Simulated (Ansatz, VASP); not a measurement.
## One calculation of SrTiO3, two programs

File INCAR:

```
ALGO = Normal
EDIFF = 1E-6
ENCUT = 520
GGA = PE
ISIF = 2
ISMEAR = 0
LASPH = T
LCHARG = T
LELF = T
LREAL = F
LVHAR = T
LWAVE = F
NBANDS = 28
NELM = 100
PREC = Accurate
SIGMA = 0.02
```

The input KPOINTS:

```
k-points
0
Gamma
  8 8 8
```

The input POSCAR:

```
SrTiO3
1.0
    4.0136081129      0.0000000000      0.0000000000
    0.0000000000      4.0136081129      0.0000000000
    0.0000000000      0.0000000000      4.0136081129
Sr Ti O
1 1 3
Direct
    0.5000000000      0.5000000000      0.5000000000
    0.0000000000      0.0000000000      0.0000000000
    0.5000000000      0.0000000000      0.0000000000
    0.0000000000      0.5000000000      0.0000000000
    0.0000000000      0.0000000000      0.5000000000
```

Input for Ansatz:

```yaml
crystal:
  lattice:
    - [4.0136081135, 0.0, 0.0]
    - [0.0, 4.0136081135, 0.0]
    - [0.0, 0.0, 4.0136081135]
  atoms:
    - { symbol: Sr, position: [0.5, 0.5, 0.5] }
    - { symbol: Ti, position: [0.0, 0.0, 0.0] }
    - { symbol: O, position: [0.5, 0.0, 0.0] }
    - { symbol: O, position: [0.0, 0.5, 0.0] }
    - { symbol: O, position: [0.0, 0.0, 0.5] }
basis:
  ecutwfc: 420
kpoints:
  mp_grid: { grid: [8, 8, 8] }
hamiltonian:
  xc: pbe
scf:
  occupations: { method: gaussian, width: 0.02 }
output:
  forces: true
  stress: true
  eigenvalues: true
```

Alike in both runs: task single point; functional PBE; k mesh 8 × 8 × 8; occupations gaussian, width 0.02 eV; no spin polarisation.

|  | VASP | Ansatz |
| --- | --- | --- |
| version | VASP 6.6.1 | Ansatz 0.2.0 |
| potentials or method | VASP PAW PBE potentials, release 64 (Sr_sv, Ti_sv, O), cutoff 520 eV | scalar-relativistic, plane waves, PAW |
| valence electrons in the cell | 40 | 40 |

VASP gave:

- gap on the k mesh at the Fermi level (eV): 1.70
- least direct gap on the mesh (eV): 2.09
- pressure (GPa): -8.2

Estimate Ansatz's values.

gap on the k mesh at the Fermi level (eV): 1.73; least direct gap on the mesh (eV): 2.11; pressure (GPa): -8.7.
